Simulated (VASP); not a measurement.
# Zn in VASP: further runs

Zn is run at these levels: BLYP+D4, LDA; tasks: electric field gradients, elastic constants.

All numbers are computed with VASP 6.6.1; they aren't measurements. Logs are shortened: lines on timing, memory, paths and dates and some standing lists are left out, and cuts for length are marked.

**1. The cell of the first run**

The typed cell holds 1 atom: a = 2.759 Å, b = 2.722 Å, c = 2.747 Å, α = 62.29°, β = 61.04°, γ = 62.04°.

**2. Electric field gradients, BLYP+D4 (the cell strained at random)**

The input, INCAR:

```
AGGAC    = 1.0          
AGGAX    = 1.0          
ALDAC    = 0.0          
ALDAX    = 1.0          
ALGO     = Normal         # electronic algorithm
EDIFF    = 1E-8           # SCF threshold, eV
ENCUT    = 400            # plane-wave cutoff, eV
GGA      = B5             # functional
GGA_COMPAT= False        
ISIF     = 2              # what is computed and relaxed
ISMEAR   = -1             # smearing method
IVDW     = 13             # dispersion correction
LASPH    = True           # aspherical terms in the spheres
LCHARG   = False          # write CHGCAR
LEFG     = True         
LREAL    = False          # projectors in reciprocal space
LWAVE    = False          # write WAVECAR
NBANDS   = 12             # bands
NELM     = 120            # most SCF steps
PREC     = Accurate       # precision mode
SIGMA    = 0.1            # smearing width, eV
VDW_A1   = 0.44488865   
VDW_A2   = 4.0933009    
VDW_S6   = 1.0          
VDW_S8   = 2.34076671
```

The input, KPOINTS:

```
k-points
0
Gamma
  9 9 9
```

The input, POSCAR:

```
Zn
1.0
   -0.0539350000      1.9688680000      1.9316630000
    1.9189500000     -0.0526870000      1.9304150000
    1.9175080000      1.9661770000     -0.0512450000
Zn
1
Direct
    0.0000000000      0.0000000000      0.0000000000
```

Potentials or basis: VASP PAW PBE potentials, release 64 (Zn).

Launch:

```sh
> cat potpaw_PBE.64/Zn/POTCAR > POTCAR
> mpirun -np 1 vasp_std > vasp.out
```

OUTCAR:

```text
EDIFF = 1E-8
   ENCUT = 400
   GGA = B5
   ISIF = 2
   ISMEAR = -1
   IVDW = 13
   LASPH = True
   LREAL = False
   NELM = 120
   PREC = Accurate

 ion  position               nearest neighbor table
   1  0.000  0.000  0.000-

  LATTYP: Found a triclinic cell.
 ALAT       =     4.9137546223
 B/A-ratio  =     0.5757146127
 C/A-ratio  =     0.7918875709
 COS(alpha) =     0.0012161745
 COS(beta)  =     0.4079840140
 COS(gamma) =     0.8693429751

  Lattice vectors:

 A1 = (  -1.9743270000,   4.0404190000,  -1.9804120000)
 A2 = (  -0.0014420000,   2.0188640000,  -1.9816600000)
 A3 = (  -3.8903930000,   0.0553780000,   0.0524930000)

Analysis of symmetry for initial positions (statically):
=====================================================================
 Subroutine PRICEL returns:
 Original cell was already a primitive cell.

 Routine SETGRP: Setting up the symmetry group for a
 triclinic supercell.

 Subroutine GETGRP returns: Found  2 space group operations
 (whereof  2 operations were pure point group operations)
 out of a pool of  2 trial point group operations.

The static configuration has the point symmetry S_2 .

Analysis of symmetry for dynamics (positions and initial velocities):
=====================================================================
 Subroutine PRICEL returns:
 Original cell was already a primitive cell.

 Routine SETGRP: Setting up the symmetry group for a
 triclinic supercell.

 Subroutine GETGRP returns: Found  2 space group operations
 (whereof  2 operations were pure point group operations)
 out of a pool of  2 trial point group operations.

The dynamic configuration has the point symmetry S_2 .

 Subroutine INISYM returns: Found  2 space group operations
 (whereof  2 operations are pure point group operations),
 and found     1 'primitive' translations

----------------------------------------------------------------------------------------

                                     Primitive cell

  volume of cell :      15.1694

  direct lattice vectors                    reciprocal lattice vectors
    -0.053935000  1.968868000  1.931663000    -0.250031813  0.250498882  0.255383729
     1.918950000 -0.052687000  1.930415000     0.257022744 -0.243991881  0.255867782
     1.917508000  1.966177000 -0.051245000     0.257261372  0.251221312 -0.248876854

  length of vectors
     2.758744666  2.722434039  2.746873673     0.436447530  0.437105309  0.437304528

  position of ions in fractional coordinates (direct lattice)
     0.000000000  0.000000000  0.000000000

  ion indices of the primitive-cell ions
   primitive index   ion index
                 1           1

----------------------------------------------------------------------------------------

 KPOINTS: k-points

Automatic generation of k-mesh.
 Grid dimensions read from file:
 generate k-points for:    9    9    9

 Generating k-lattice:

  Cartesian coordinates                     Fractional coordinates (reciprocal lattice)
    -0.027781313  0.027833209  0.028375970     0.111111111  0.000000000 -0.000000000
     0.028558083 -0.027110209  0.028429754     0.000000000  0.111111111 -0.000000000
     0.028584597  0.027913479 -0.027652984     0.000000000 -0.000000000  0.111111111

  Length of vectors
     0.048494170  0.048567257  0.048589392

  Shift w.r.t. Gamma in fractional coordinates (k-lattice)
     0.000000000  0.000000000  0.000000000

 Subroutine IBZKPT returns following result:
 ===========================================

 Found    365 irreducible k-points:

 Following reciprocal coordinates:
            Coordinates               Weight
  0.000000  0.000000  0.000000      1.000000
  0.111111  0.000000  0.000000      2.000000
  0.222222  0.000000  0.000000      2.000000
  0.333333  0.000000  0.000000      2.000000
  0.444444  0.000000  0.000000      2.000000
 -0.000000  0.111111 -0.000000      2.000000
[... 16 lines left out ...]
 -0.111111  0.222222 -0.000000      2.000000
 -0.000000  0.333333 -0.000000      2.000000
 [... further k-points ...]
   k-points           NKPTS =    365   k-points in BZ     NKDIM =    365   number of bands    NBANDS=     12
   number of dos      NEDOS =    301   number of ions     NIONS =      1
   total plane-waves  NPLWV =   5832
   dimension x,y,z NGX =    18 NGY =   18 NGZ =   18
   dimension x,y,z NGXF=    36 NGYF=   36 NGZF=   36
   ions per type =               1
   NGX,Y,Z   is equivalent  to a cutoff of  10.85, 10.99, 10.89 a.u.
   NGXF,Y,Z  is equivalent  to a cutoff of  21.69, 21.98, 21.79 a.u.
 SYSTEM =  unknown system
   PREC   = accura    normal or accurate (medium, high low for compatibility)
   ISTART =      0    job   : 0-new  1-cont  2-samecut
   ICHARG =      2    charge: 1-file 2-atom 10-const
   ISPIN  =      1    spin polarized calculation?
   LNONCOLLINEAR =      F non collinear calculations
   LSORBIT =      F    spin-orbit coupling
   LASPH  =      T    aspherical Exc in radial PAW
   ENCUT  =  400.0 eV  29.40 Ry    5.42 a.u.   4.50  4.44  4.48*2*pi/ulx,y,z
   NELM   =    120;   NELMIN=  2; NELMDL= -5     # of ELM steps
   EDIFF  = 0.1E-07   stopping-criterion for ELM
   LREAL  =      F    real-space projection
   EDIFFG = 0.1E-06   stopping-criterion for IOM
   NSW    =      0    number of steps for IOM
   IBRION =     -1    ionic relax: 0-MD 1-quasi-New 2-CG
   NFREE  =      0    steps in history (QN), initial steepest desc. (CG)
   ISIF   =      2    stress and relaxation
   ISYM   =      2    0-nonsym 1-usesym 2-fastsym
   POTIM  = 0.5000    time-step for ionic-motion
   TEBEG  =    0.0;   TEEND  =   0.0 temperature during run
   PSTRESS=    0.0 pullay stress
   NELECT =      12.0000    total number of electrons
   NUPDOWN=      -1.0000    fix difference up-down
   EMIN   =  10.00;   EMAX   =-10.00  energy-range for DOS
   EFERMI =   0.00;   METHOD = LEGACY
   ISMEAR =    -1;   SIGMA  =   0.10  broadening in eV -4-tet -1-fermi 0-gaus
   EFERMI_NEDOS =   21; number of points for ismear=-14 and -15
   IALGO  =     38    algorithm
   IMIX   =      4    mixing-type and parameters
     AMIX     =   0.40;   BMIX     =  1.00
     AMIX_MAG =   1.60;   BMIX_MAG =  1.00
  volume/ion in A,a.u.               =      15.17       102.37
  Fermi-wavevector in a.u.,A,eV,Ry     =   1.514069  2.861175 31.190051  2.292404
  Thomas-Fermi vector in A             =   2.623776
   LORBIT       =      0    0 simple, 1 ext, 2 COOP (PROOUT), +10 PAW based schemes
   GGA     = B5    functional components
   LHFCALC =     F    Hartree Fock is set to
   AEXX    =    0.0000 exact exchange contribution
   IVDW    =    13    specifies the selected vdW correction
   LEPSILON=     F    determine dielectric tensor
   LRPA    =     F    only Hartree local field effects (RPA)
 non-spin polarized calculation
  energy-cutoff  :      400.00
  volume of cell :       15.17
 maximum number of plane-waves:       288
 NGX is ok and might be reduce to    18
   NGX =  9   NGY =  9   NGZ =  9

 number of electron      11.9999997 magnetization

 Free energy of the ion-electron system (eV)
  ---------------------------------------------------
  ext. energy  EPLUGINS =         0.00000000
  ---------------------------------------------------
  free energy    TOTEN  =        -0.30578328 eV

  energy without entropy =       -0.29712308  energy(sigma->0) =       -0.30145318

 E-fermi :   3.5653     XC(G=0): -11.0245

 val. band max:        3.5399160365   @ k =  -0.3333  -0.4444   0.3333
 cond. band min:       3.5858672101   @ k =  -0.2222   0.4444   0.2222
 fundamental gap:      0.0459511737
 Fermi energy:         3.5652749161

 k-point     1 :       0.0000    0.0000    0.0000
  band No.  band energies     occupation
      1      -6.7582      2.00000
      2      -4.3094      2.00000
      3      -4.2664      2.00000
      4      -4.1662      2.00000
      5      -3.8891      2.00000
      6      -3.8368      2.00000
      7      21.0078      0.00000
      8      21.1215      0.00000
      9      21.8683      0.00000
     10      23.7100      0.00000
     11      24.1912      0.00000
     12      24.2484      0.00000

 k-point     2 :       0.1111    0.0000    0.0000
  band No.  band energies     occupation
      1      -6.3990      2.00000
      2      -4.3025      2.00000
      3      -4.2610      2.00000
      4      -4.1303      2.00000
      5      -3.8912      2.00000
      6      -3.8452      2.00000
      7      16.9033      0.00000
      8      20.3290      0.00000
      9      21.0597      0.00000
     10      23.1857      0.00000
     11      25.6096      0.00000
     12      26.6431      0.00000

 k-point     3 :       0.2222    0.0000    0.0000
  band No.  band energies     occupation
      1      -5.4677      2.00000
      2      -4.2439      2.00000
      3      -4.1812      2.00000
      4      -4.0857      2.00000
      5      -3.8453      2.00000
      6      -3.8145      2.00000
      7      11.7549      0.00000
      8      19.2823      0.00000
      9      20.1390      0.00000
     10      22.7233      0.00000
     11      25.4850      0.00000
     12      26.6557      0.00000
[... 286 lines left out ...]
 k-point    23 :      -0.1111    0.2222   -0.0000
  band No.  band energies     occupation
      1      -4.9628      2.00000
      2      -4.2862      2.00000
      3      -4.1207      2.00000
      4      -4.0731      2.00000
      5      -3.8875      2.00000
      6      -3.4120      2.00000
      7      10.5888      0.00000
      8      14.7827      0.00000
      9      21.0611      0.00000
     10      22.9700      0.00000
     11      24.7499      0.00000
     12      25.2829      0.00000

 k-point    24 :      -0.0000    0.3333   -0.0000
  band No.  band energies     occupation
      1      -4.9606      2.00000
      2      -4.2318      2.00000
      3      -4.1602      2.00000
      4      -3.7328      2.00000
      5      -3.6850      2.00000
      6      -2.8947      2.00000
      7       7.1588      0.00000
      8      18.9610      0.00000
      9      19.3020      0.00000
     10      21.9891      0.00000
     11      24.0911      0.00000
     12      24.2677      0.00000

 [... further k-points ...]

------------------------ aborting loop because EDIFF is reached ----------------------------------------

  DFT-D4 for vdW energy calculation

  Edisp (eV):   -0.61397

  FORCE on cell =-STRESS in cart. coord.  units (eV):
  Direction    XX          YY          ZZ          XY          YZ          ZX
  --------------------------------------------------------------------------------------
  -------------------------------------------------------------------------------------
  Total       0.04747    -0.12949     0.00971    -0.02966    -0.02485    -0.07574
  in kB       5.01326   -13.67670     1.02555    -3.13237    -2.62507    -7.99932
  external pressure =       -2.55 kB  Pullay stress =        0.00 kB

 VOLUME and BASIS-vectors are now :
 -----------------------------------------------------------------------------
  energy-cutoff  :      400.00
  volume of cell :       15.17
      direct lattice vectors                 reciprocal lattice vectors
    -0.053935000  1.968868000  1.931663000    -0.250031813  0.250498882  0.255383729
     1.918950000 -0.052687000  1.930415000     0.257022744 -0.243991881  0.255867782
     1.917508000  1.966177000 -0.051245000     0.257261372  0.251221312 -0.248876854

 POSITION                                       TOTAL-FORCE (eV/Angst)
 -----------------------------------------------------------------------------------
      0.00000      0.00000      0.00000        -0.000000      0.000000     -0.000000
 -----------------------------------------------------------------------------------
    total drift:                                0.000000     -0.000000      0.000000

  FREE ENERGIE OF THE ION-ELECTRON SYSTEM (eV)
  ---------------------------------------------------
  free  energy   TOTEN  =        -0.9197533028 eV

  energy  without entropy=       -0.9110931010  energy(sigma->0) =       -0.91542320

 Electric field gradients (V/A^2)
---------------------------------------------------------------------
 ion       V_xx      V_yy      V_zz      V_xy      V_xz      V_yz
---------------------------------------------------------------------
   1      -1.381     2.072    -0.691    -6.021    -4.832    -5.377
---------------------------------------------------------------------

 Electric field gradients after diagonalization (V/A^2)
 (convention: |V_zz| > |V_xx| > |V_yy|)
----------------------------------------------------------------------
 ion       V_xx      V_yy      V_zz     asymmetry (V_yy - V_xx)/ V_zz
----------------------------------------------------------------------
   1       7.099     3.802   -10.902       0.302
----------------------------------------------------------------------

           NMR quadrupolar parameters

 Cq : quadrupolar parameter    Cq=e*Q*V_zz/h
 eta: asymmetry parameters     (V_yy - V_xx)/ V_zz
 Q  : nuclear electric quadrupole moment in mb (millibarn)
----------------------------------------------------------------------
 ion       Cq(MHz)       eta       Q (mb)
----------------------------------------------------------------------
   1      -0.026       0.302       1.000
----------------------------------------------------------------------
```

It took 28 s on 1 thread of AMD EPYC 9R45 (Zen 5), shared host; peak memory 0.12 GiB.

What came out:

* Free energy: -0.9198 eV
* Pressure: -0.3 GPa
* Band gap on the k mesh: zero (band 6 reaches 4.48 eV, above the bottom of band 7 at 2.26 eV)
* Dispersion energy per atom: -0.614 eV

Levels at points of the mesh, in eV from the Fermi level:
| k point | band 4 | band 5 | band 6 | band 7 | band 8 | band 9 |
| --- | --- | --- | --- | --- | --- | --- |
| (0.00, 0.00, 0.00) | -7.73 | -7.45 | -7.40 | 17.44 | 17.56 | 18.30 |

Electric field gradients, principal values (V/Å²):
```tsv
atom	least	middle	greatest (by size)
1 Zn	3.802	7.099	-10.902
```

Caveat: the cell differs from its parent crystal (the cell strained at random); without QUAD_EFG the Cq values of the log hold for a quadrupole moment of 1 mb, not for the nuclei; the PAW data sets were made with another functional, which shifts forces and pressure a little; pairwise dispersion overbinds metals, which lowers pressure and volume.

[end of part 1 of 2]
